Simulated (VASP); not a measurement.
Wanted: the native input for a VASP 6.6.1 run.

| Quantity | Value |
| --- | --- |
| Task | single point |
| Functional | LDA |
| Potentials or basis | VASP PAW LDA potentials, release 64 (Mo_sv, S) |
| Cutoff | 520 eV |
| k mesh | 11 × 11 × 11 |
| Occupations | fermi-dirac, width 0.15 eV |
| Spin | no spin polarisation |
| Dipole correction | no |
| Further INCAR settings | ALGO = Normal; EDIFF = 1e-06; NBANDS = 20 |

The structure of MoS2 lies in POSCAR:

```
MoS2
1.0
    1.5930584434      0.9197522923      6.2008287513
   -1.5930584434      0.9197522923      6.2008287513
    0.0000000000     -1.8395055929      6.2008287513
Mo S
1 2
Direct
    0.0000000000      0.0000000000      0.0000000000
    0.2500000000      0.2500000000      0.2500000000
    0.4170000000      0.4170000000      0.4170000000
```

These files were run (other wordings do the same):

INCAR

```
SYSTEM = MoS2
PREC = Accurate
ENCUT = 520
EDIFF = 1E-6
ISMEAR = -1
SIGMA = 0.15
LREAL = .FALSE.
LASPH = .TRUE.
NELM = 60
ALGO = Normal
ISIF = 2
LWAVE = .FALSE.
LCHARG = .FALSE.
NBANDS = 20
```

KPOINTS

```
Automatic mesh
0
G
  11 11 11
  0 0 0
```

Potentials or basis: VASP PAW LDA potentials, release 64 (Mo_sv, S).

Run with:

```bash
$ cat potpaw_LDA.64/Mo_sv/POTCAR potpaw_LDA.64/S/POTCAR > POTCAR
$ mpirun -np 1 vasp_std > vasp.out
```

Results of the run:

```json
{
 "Pressure": "-5.9 GPa",
 "Largest force": "0.384 eV/Å",
 "Band gap on the k mesh": "0.88 eV (least direct gap 1.83 eV)"
}
```

Caveat: the cell stands under tension.

It took 9.7 min on 1 thread of Intel Xeon 8259CL, on a shared host, peak memory 0.36 GiB.
